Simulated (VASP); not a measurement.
# PtS2 in VASP: further runs

The runs below take PtS2 through single point, with PBE.

Program: VASP 6.6.1. These are calculated values, not measurements. Logs are shortened: lines on timing, memory, paths and dates and some standing lists are left out, and cuts for length are marked.

## Step 1: The cell of the first run

The structure is monoclinic, space group Cm (No. 8). Conventional cell: a = 6.137 Å, b = 3.543 Å, c = 5.039 Å, α = 90.00°, β = 90.00°, γ = 90.00°. Pt (site symmetry m) has 6 S at 2.32 to 2.45 Å within 3.1 Å. Within 3.4 Å of S (site symmetry m) lie 3 Pt at 2.32 to 2.45 Å and 6 S at 3.22 to 3.31 Å. S (site symmetry m) has 3 Pt at 2.40 Å and 6 S at 3.22 to 3.31 Å within 3.4 Å.

## Step 2: Single point, PBE (atom 2 (S) moved by (+0.000, -0.100) A along x and y)

Input file INCAR:

```
ALGO     = Normal         # electronic algorithm
EDIFF    = 1E-6           # SCF threshold, eV
ENCUT    = 520            # plane-wave cutoff, eV
GGA      = PE             # functional
ISIF     = 2              # what is computed and relaxed
ISMEAR   = 0              # smearing method
LASPH    = T              # aspherical terms in the spheres
LCHARG   = T              # write CHGCAR
LELF     = T              # ELF
LREAL    = F              # projectors in reciprocal space
LVHAR    = T            
LWAVE    = F              # write WAVECAR
NBANDS   = 18             # bands
NELM     = 100            # most SCF steps
PREC     = Accurate       # precision mode
SIGMA    = 0.05           # smearing width, eV
```

Input file KPOINTS:

```
k-points
0
Gamma
  12 12 8
```

Input file POSCAR:

```
PtS2
1.0
    3.5431994758      0.0000000000      0.0000000000
   -1.7715997379      3.0685007567      0.0000000000
    0.0000000000      0.0000000000      5.0388000000
Pt S
1 2
Direct
    0.0000000000      0.0000000000      0.0000000000
    0.3170387309      0.6340774617      0.2500000000
    0.6666666667      0.3333333333      0.7500000000
```

Potentials or basis: VASP PAW PBE potentials, release 64 (Pt, S).

On the command line:

```console
cat potpaw_PBE.64/Pt/POTCAR potpaw_PBE.64/S/POTCAR > POTCAR
mpirun -np 1 vasp_std > vasp.out
```

OUTCAR:

```text
EDIFF = 1E-6
   ENCUT = 520
   GGA = PE
   ISIF = 2
   ISMEAR = 0
   LASPH = T
   LREAL = F
   NELM = 100
   PREC = Accurate

 ion  position               nearest neighbor table
   1  0.000  0.000  0.000-   2 2.32   3 2.40   3 2.40   3 2.40   2 2.45   2 2.45
   2  0.317  0.634  0.250-   1 2.32   1 2.45   1 2.45
   3  0.667  0.333  0.750-   1 2.40   1 2.40   1 2.40

  LATTYP: Found a hexagonal cell.
 ALAT       =     3.5431994758
 C/A-ratio  =     1.4221045229

  Lattice vectors:

 A1 = (   3.5431994758,   0.0000000000,   0.0000000000)
 A2 = (  -1.7715997379,   3.0685007567,   0.0000000000)
 A3 = (   0.0000000000,   0.0000000000,   5.0388000000)

Analysis of symmetry for initial positions (statically):
=====================================================================
 Subroutine PRICEL returns:
 Original cell was already a primitive cell.

 Routine SETGRP: Setting up the symmetry group for a
 hexagonal supercell.

 Subroutine GETGRP returns: Found  2 space group operations
 (whereof  2 operations were pure point group operations)
 out of a pool of 24 trial point group operations.

The static configuration has the point symmetry C_1h.

Analysis of symmetry for dynamics (positions and initial velocities):
=====================================================================
 Subroutine PRICEL returns:
 Original cell was already a primitive cell.

 Routine SETGRP: Setting up the symmetry group for a
 hexagonal supercell.

 Subroutine GETGRP returns: Found  2 space group operations
 (whereof  2 operations were pure point group operations)
 out of a pool of 24 trial point group operations.

The dynamic configuration has the point symmetry C_1h.

 Subroutine INISYM returns: Found  2 space group operations
 (whereof  2 operations are pure point group operations),
 and found     1 'primitive' translations

----------------------------------------------------------------------------------------

                                     Primitive cell

  volume of cell :      54.7834

  direct lattice vectors                    reciprocal lattice vectors
     3.543199476  0.000000000  0.000000000     0.282230794  0.162946025  0.000000000
    -1.771599738  3.068500757  0.000000000     0.000000000  0.325892049  0.000000000
     0.000000000  0.000000000  5.038800000     0.000000000  0.000000000  0.198459951

  length of vectors
     3.543199476  3.543199476  5.038800000     0.325892049  0.325892049  0.198459951

  position of ions in fractional coordinates (direct lattice)
     0.000000000  0.000000000  0.000000000
     0.317038731  0.634077462  0.250000000
     0.666666667  0.333333333  0.750000000

  ion indices of the primitive-cell ions
   primitive index   ion index
                 1           1
                 2           2
                 3           3

----------------------------------------------------------------------------------------

 KPOINTS: k-points

Automatic generation of k-mesh.
 Grid dimensions read from file:
 generate k-points for:   12   12    8

 Generating k-lattice:

  Cartesian coordinates                     Fractional coordinates (reciprocal lattice)
     0.023519233  0.013578835  0.000000000     0.083333333  0.000000000  0.000000000
     0.000000000  0.027157671  0.000000000     0.000000000  0.083333333  0.000000000
     0.000000000  0.000000000  0.024807494     0.000000000  0.000000000  0.125000000

  Length of vectors
     0.027157671  0.027157671  0.024807494

  Shift w.r.t. Gamma in fractional coordinates (k-lattice)
     0.000000000  0.000000000  0.000000000

 Subroutine IBZKPT returns following result:
 ===========================================

 Found    320 irreducible k-points:

 Following reciprocal coordinates:
            Coordinates               Weight
  0.000000  0.000000  0.000000      1.000000
  0.083333  0.000000  0.000000      4.000000
  0.000000  0.083333  0.000000      2.000000
  0.166667  0.000000  0.000000      4.000000
  0.000000  0.166667  0.000000      2.000000
  0.250000 -0.000000  0.000000      4.000000
[... 16 lines left out ...]
 -0.083333  0.416667  0.000000      4.000000
 -0.416667  0.333333  0.000000      4.000000
 [... further k-points ...]
   k-points           NKPTS =    320   k-points in BZ     NKDIM =    320   number of bands    NBANDS=     18
   number of dos      NEDOS =    301   number of ions     NIONS =      3
   total plane-waves  NPLWV =  31360
   dimension x,y,z NGX =    28 NGY =   28 NGZ =   40
   dimension x,y,z NGXF=    56 NGYF=   56 NGZF=   80
   ions per type =               1   2
   NGX,Y,Z   is equivalent  to a cutoff of  13.14, 13.14, 13.20 a.u.
   NGXF,Y,Z  is equivalent  to a cutoff of  26.28, 26.28, 26.39 a.u.
 SYSTEM =  unknown system
   PREC   = accura    normal or accurate (medium, high low for compatibility)
   ISTART =      0    job   : 0-new  1-cont  2-samecut
   ICHARG =      2    charge: 1-file 2-atom 10-const
   ISPIN  =      1    spin polarized calculation?
   LNONCOLLINEAR =      F non collinear calculations
   LSORBIT =      F    spin-orbit coupling
   LASPH  =      T    aspherical Exc in radial PAW
   ENCUT  =  520.0 eV  38.22 Ry    6.18 a.u.   6.59  6.59  9.37*2*pi/ulx,y,z
   NELM   =    100;   NELMIN=  2; NELMDL= -5     # of ELM steps
   EDIFF  = 0.1E-05   stopping-criterion for ELM
   LREAL  =      F    real-space projection
   EDIFFG = 0.1E-04   stopping-criterion for IOM
   NSW    =      0    number of steps for IOM
   IBRION =     -1    ionic relax: 0-MD 1-quasi-New 2-CG
   NFREE  =      0    steps in history (QN), initial steepest desc. (CG)
   ISIF   =      2    stress and relaxation
   ISYM   =      2    0-nonsym 1-usesym 2-fastsym
   POTIM  = 0.5000    time-step for ionic-motion
   TEBEG  =    0.0;   TEEND  =   0.0 temperature during run
   PSTRESS=    0.0 pullay stress
   NELECT =      22.0000    total number of electrons
   NUPDOWN=      -1.0000    fix difference up-down
   EMIN   =  10.00;   EMAX   =-10.00  energy-range for DOS
   EFERMI =   0.00;   METHOD = LEGACY
   ISMEAR =     0;   SIGMA  =   0.05  broadening in eV -4-tet -1-fermi 0-gaus
   EFERMI_NEDOS =   21; number of points for ismear=-14 and -15
   IALGO  =     38    algorithm
   IMIX   =      4    mixing-type and parameters
     AMIX     =   0.40;   BMIX     =  1.00
     AMIX_MAG =   1.60;   BMIX_MAG =  1.00
[... 22 lines left out ...]
  ---------------------------------------------------
  free energy    TOTEN  =       -15.31757681 eV

  energy without entropy =      -15.31757681  energy(sigma->0) =      -15.31757681

 E-fermi :   7.0587     XC(G=0): -10.6928

 val. band max:        6.8553423567   @ k =   0.0000   0.0000   0.0000
 cond. band min:       7.3363028312   @ k =  -0.2500  -0.0833   0.2500
 fundamental gap:      0.4809604745
 Fermi energy:         7.0586772732

 k-point     1 :       0.0000    0.0000    0.0000
  band No.  band energies     occupation
      1      -8.4038      2.00000
      2      -5.5809      2.00000
      3      -0.2218      2.00000
      4       0.3555      2.00000
      5       0.4806      2.00000
      6       3.0155      2.00000
[... 10 lines left out ...]
     17      15.0588      0.00000
     18      19.4450      0.00000

 k-point     2 :       0.0833    0.0000    0.0000
  band No.  band energies     occupation
      1      -8.3177      2.00000
      2      -5.6168      2.00000
      3      -0.1280      2.00000
      4       0.4062      2.00000
      5       0.5322      2.00000
      6       2.8836      2.00000
[... 10 lines left out ...]
     17      15.2613      0.00000
     18      18.2301      0.00000

 k-point     3 :       0.0000    0.0833    0.0000
  band No.  band energies     occupation
      1      -8.3152      2.00000
      2      -5.6219      2.00000
      3      -0.1189      2.00000
      4       0.4186      2.00000
      5       0.5416      2.00000
      6       2.8732      2.00000
[... 10 lines left out ...]
     17      14.9627      0.00000
     18      18.0236      0.00000

 k-point     4 :       0.1667    0.0000    0.0000
  band No.  band energies     occupation
      1      -8.0688      2.00000
      2      -5.7149      2.00000
      3       0.1309      2.00000
      4       0.5483      2.00000
      5       0.6887      2.00000
      6       2.4802      2.00000
[... 10 lines left out ...]
     17      15.8692      0.00000
     18      16.7591      0.00000

 k-point     5 :       0.0000    0.1667    0.0000
  band No.  band energies     occupation
      1      -8.0588      2.00000
      2      -5.7322      2.00000
      3       0.1767      2.00000
      4       0.6025      2.00000
      5       0.7083      2.00000
      6       2.3883      2.00000
[... 10 lines left out ...]
     17      15.6286      0.00000
     18      16.5174      0.00000

 k-point     6 :       0.2500   -0.0000    0.0000
  band No.  band energies     occupation
      1      -7.6874      2.00000
      2      -5.8518      2.00000
      3       0.4441      2.00000
      4       0.7272      2.00000
      5       0.9899      2.00000
      6       1.7916      2.00000
[... 10 lines left out ...]
     17      15.7789      0.00000
     18      16.0889      0.00000

 k-point     7 :       0.0000    0.2500    0.0000
  band No.  band energies     occupation
      1      -7.6652      2.00000
      2      -5.8816      2.00000
      3       0.5706      2.00000
      4       0.9127      2.00000
      5       0.9243      2.00000
      6       1.6118      2.00000
[... 10 lines left out ...]
     17      15.7546      0.00000
     18      15.8730      0.00000

 k-point     8 :       0.3333   -0.0000    0.0000
  band No.  band energies     occupation
      1      -7.2322      2.00000
      2      -6.0043      2.00000
      3       0.4139      2.00000
      4       0.8332      2.00000
      5       1.2235      2.00000
      6       1.6626      2.00000
[... 10 lines left out ...]
     17      15.4697      0.00000
     18      16.2724      0.00000
[... 229 lines left out ...]
     17      15.5500      0.00000
     18      16.1981      0.00000

 k-point    20 :      -0.0833    0.3333    0.0000
  band No.  band energies     occupation
      1      -7.3858      2.00000
      2      -5.9712      2.00000
      3       0.7138      2.00000
      4       0.8783      2.00000
      5       1.1684      2.00000
      6       1.4654      2.00000
[... 10 lines left out ...]
     17      15.5792      0.00000
     18      16.0715      0.00000

 k-point    21 :      -0.3333    0.2500    0.0000
  band No.  band energies     occupation
      1      -7.4172      2.00000
      2      -5.9360      2.00000
      3       0.5935      2.00000
      4       0.7201      2.00000
      5       1.1880      2.00000
      6       1.5877      2.00000
[... 10 lines left out ...]
     17      15.5855      0.00000
     18      16.1846      0.00000

 k-point    22 :       0.3333    0.0833    0.0000
  band No.  band energies     occupation
      1      -6.9588      2.00000
      2      -6.0929      2.00000
      3       0.2041      2.00000
      4       0.8213      2.00000
      5       1.4180      2.00000
      6       1.9497      2.00000
[... 10 lines left out ...]
     17      15.8251      0.00000
     18      16.5367      0.00000

 k-point    23 :      -0.0833    0.4167    0.0000
  band No.  band energies     occupation
      1      -6.9221      2.00000
      2      -6.1207      2.00000
      3       0.0906      2.00000
      4       1.0304      2.00000
      5       1.5199      2.00000
      6       1.8402      2.00000
[... 10 lines left out ...]
     17      15.5948      0.00000
     18      16.6364      0.00000

 k-point    24 :      -0.4167    0.3333    0.0000
  band No.  band energies     occupation
      1      -6.9656      2.00000
      2      -6.0878      2.00000
      3       0.2231      2.00000
      4       0.7970      2.00000
      5       1.3904      2.00000
      6       1.8705      2.00000
[... 10 lines left out ...]
     17      15.8289      0.00000
     18      16.5781      0.00000

 [... further k-points ...]

------------------------ aborting loop because EDIFF is reached ----------------------------------------

  FORCE on cell =-STRESS in cart. coord.  units (eV):
  Direction    XX          YY          ZZ          XY          YZ          ZX
  --------------------------------------------------------------------------------------
  -------------------------------------------------------------------------------------
  Total        0.5189019      1.6825288      0.2191233      0.0000000      1.1622908      0.0000000
  in kB       15.1756343     49.2066871      6.4084093      0.0000000     33.9919784      0.0000000
  external PRESSURE =      23.5969102 kB  Pullay stress =       0.0000000 kB

 VOLUME and BASIS-vectors are now :
 -----------------------------------------------------------------------------
  energy-cutoff  :      520.00
  volume of cell :       54.78
      direct lattice vectors                 reciprocal lattice vectors
     3.543199476  0.000000000  0.000000000     0.282230794  0.162946025  0.000000000
    -1.771599738  3.068500757  0.000000000     0.000000000  0.325892049  0.000000000
     0.000000000  0.000000000  5.038800000     0.000000000  0.000000000  0.198459951

 POSITION                                       TOTAL-FORCE (eV/Angst)
 -----------------------------------------------------------------------------------
      0.00000      0.00000      0.00000        -0.000000     -0.877293     -0.094567
      0.00000      1.94567      1.25970        -0.000000      0.954855     -0.256206
      1.77160      1.02283      3.77910         0.000000     -0.077563      0.350773
 -----------------------------------------------------------------------------------
    total drift:                               -0.000000      0.000038     -0.000003

  FREE ENERGIE OF THE ION-ELECTRON SYSTEM (eV)
  ---------------------------------------------------
  free  energy   TOTEN  =       -15.3175768125 eV

  energy  without entropy=      -15.3175768125  energy(sigma->0) =      -15.31757681
```

It took 1.8 min on 1 thread of Intel Xeon 6975P-C (Granite Rapids), shared host; peak memory 0.41 GiB.

Results:

```
Free energy            : -15.3176 eV
Pressure               : 2.4 GPa
Largest force          : 0.989 eV/Å
Band gap on the k mesh : 0.48 eV (least direct gap 0.73 eV)
```

Forces on the atoms (eV/Å):
```
Pt   0.000 -0.877 -0.095
S    0.000  0.955 -0.256
S    0.000 -0.078  0.351
```

Caveat: the cell differs from its parent crystal (atom 2 (S) moved by (+0.000, -0.100) A along x and y); spin-orbit coupling is left out, which moves the levels of the heavy elements.

## Step 3: Single point, PBE (atom 2 (S) moved by (-0.100, +0.000) A along x and y)

Input file INCAR:

```
SYSTEM = PtS2
ALGO = Normal ; EDIFF = 1E-6
ENCUT = 520 ; GGA = PE
ISIF = 2 ; ISMEAR = 0
LASPH = .True. ; LCHARG = .False.
LREAL = .False. ; LWAVE = .False.
NBANDS = 18 ; NELM = 60
PREC = Accurate ; SIGMA = 0.05
```

Input file KPOINTS:

```
k-points
0
Gamma
  12 12 8
  0 0 0
```

POSCAR, as its differences from that of step 2:

```diff
@@ -9,3 +9,3 @@
     0.0000000000      0.0000000000      0.0000000000
-    0.3170387309      0.6340774617      0.2500000000
+    0.3051102540      0.6666666667      0.2500000000
     0.6666666667      0.3333333333      0.7500000000
```

Potentials or basis: VASP PAW PBE potentials, release 64 (Pt, S).

On the command line:

```console
cat potpaw_PBE.64/Pt/POTCAR potpaw_PBE.64/S/POTCAR > POTCAR
mpirun -np 1 vasp_std > vasp.out
```

Run time: 3.3 min. Hardware: 1 thread of Intel Xeon 6975P-C (Granite Rapids), shared host; peak memory 0.61 GiB.

It converged, with:

```
Free energy            : -15.3202 eV
Pressure               : 2.3 GPa
Largest force          : 0.918 eV/Å
Band gap on the k mesh : 0.46 eV (least direct gap 0.69 eV)
```

Forces on the atoms (eV/Å):
```
Pt  -0.807  0.070 -0.088
S    0.876 -0.078 -0.263
S   -0.069  0.008  0.351
```

Stress tensor (GPa, compression positive):
```
 3.34 -1.55  3.08
-1.55  3.04 -0.32
 3.08 -0.32  0.61
```

Levels at points of the mesh, in eV from the valence-band top:
```tsv
k point	band 7	band 8	band 9	band 10	band 11	band 12	band 13	band 14	band 15	band 16
(0.00, 0.00, 0.00)	-3.79	-2.25	-1.21	-0.97	0.00	1.62	1.93	4.53	5.27	7.85
(0.50, 0.00, 0.00)	-3.38	-3.22	-3.04	-2.94	-2.51	1.12	2.52	5.50	6.42	7.98
(0.00, 0.50, 0.00)	-3.52	-3.22	-3.08	-2.99	-2.49	1.28	2.37	5.41	6.35	7.90
(0.50, 0.50, 0.00)	-3.63	-3.24	-3.09	-3.05	-2.51	1.44	2.30	5.27	6.29	7.73
(0.00, 0.00, 0.50)	-3.82	-2.86	-1.48	-1.39	-1.24	2.34	2.52	5.54	6.97	7.65
(0.50, 0.00, 0.50)	-3.22	-3.07	-2.73	-2.60	-1.37	1.48	2.10	4.79	5.15	7.34
(0.00, 0.50, 0.50)	-3.31	-3.10	-2.82	-2.53	-1.47	1.34	2.10	4.94	5.26	7.39
(0.50, 0.50, 0.50)	-3.36	-3.12	-2.81	-2.60	-1.60	1.28	2.07	5.10	5.38	7.47
```

Caveat: the cell differs from its parent crystal (atom 2 (S) moved by (-0.100, +0.000) A along x and y); spin-orbit coupling is left out, which moves the levels of the heavy elements.

## Step 4: Single point, PBE (atom 2 (S) moved by (+0.000, +0.100) A along x and y)

Input file INCAR:

```
PREC = Accurate
ENCUT = 520
EDIFF = 1E-7
ISMEAR = 0
SIGMA = 0.05
LREAL = F
LASPH = T
NELM = 60
ALGO = Normal
ISIF = 2
LWAVE = F
LCHARG = F
GGA = PE
NBANDS = 18
```

Input file KPOINTS:

```
Automatic mesh
0
Gamma
  12 12 8
```

POSCAR, as its differences from that of step 3:

```diff
@@ -9,3 +9,3 @@
     0.0000000000      0.0000000000      0.0000000000
-    0.3051102540      0.6666666667      0.2500000000
+    0.3496279358      0.6992558716      0.2500000000
     0.6666666667      0.3333333333      0.7500000000
```

On the command line:

```console
cat potpaw_PBE.64/Pt/POTCAR potpaw_PBE.64/S/POTCAR > POTCAR
mpirun -np 1 vasp_std > vasp.out
```

Run time: 4.5 min. Hardware: 1 thread of Intel Xeon 8259CL, shared host; peak memory 0.41 GiB.

Results (log left out):

```
Free energy            : -15.3228 eV
Pressure               : 2.3 GPa
Largest force          : 0.842 eV/Å
Band gap on the k mesh : 0.47 eV (least direct gap 0.68 eV)
```

Forces in eV/Å, atoms in the order of the input:
```
Pt   0.000  0.736 -0.081
S    0.000 -0.798 -0.271
S    0.000  0.061  0.352
```

Stress tensor (GPa, compression positive):
```
 4.56  0.00  0.00
 0.00  1.77 -2.76
 0.00 -2.76  0.57
```

Levels at points of the mesh, in eV from the valence-band top:
| k point | band 9 | band 10 | band 11 | band 12 | band 13 | band 14 |
| --- | --- | --- | --- | --- | --- | --- |
| (0.00, 0.00, 0.00) | -1.22 | -0.97 | 0.00 | 1.62 | 1.93 | 4.54 |
| (0.50, 0.00, 0.00) | -3.10 | -3.02 | -2.49 | 1.37 | 2.32 | 5.34 |
| (0.00, 0.50, 0.00) | -3.04 | -2.93 | -2.51 | 1.10 | 2.55 | 5.51 |
| (0.00, 0.00, 0.50) | -1.46 | -1.41 | -1.23 | 2.33 | 2.53 | 5.54 |
| (0.50, 0.00, 0.50) | -2.84 | -2.55 | -1.54 | 1.29 | 2.09 | 5.03 |
| (0.00, 0.50, 0.50) | -2.67 | -2.67 | -1.36 | 1.51 | 2.10 | 4.77 |

Caveat: the cell differs from its parent crystal (atom 2 (S) moved by (+0.000, +0.100) A along x and y); spin-orbit coupling is left out, which moves the levels of the heavy elements. A k mesh can miss the band edges.

## Step 5: The runs side by side

| cell | gap on the mesh (eV) | pressure (GPa) | largest force (eV/Å) |
| --- | --- | --- | --- |
| as given, atomic positions A | 0.48 | 2.4 | 0.99 |
| as given, atomic positions B | 0.46 | 2.3 | 0.92 |
| as given, atomic positions C | 0.47 | 2.3 | 0.84 |

Alike in all rows: task single point; level PBE; potentials or basis VASP PAW PBE potentials, release 64 (Pt, S); no spin polarisation; k mesh 12 × 12 × 8; cutoff (eV) 520; smearing gaussian 0.05 eV.

Caveats: spin-orbit coupling is left out, which moves the levels of the heavy elements.

Absolute energies hang on the potentials; compare differences alone.
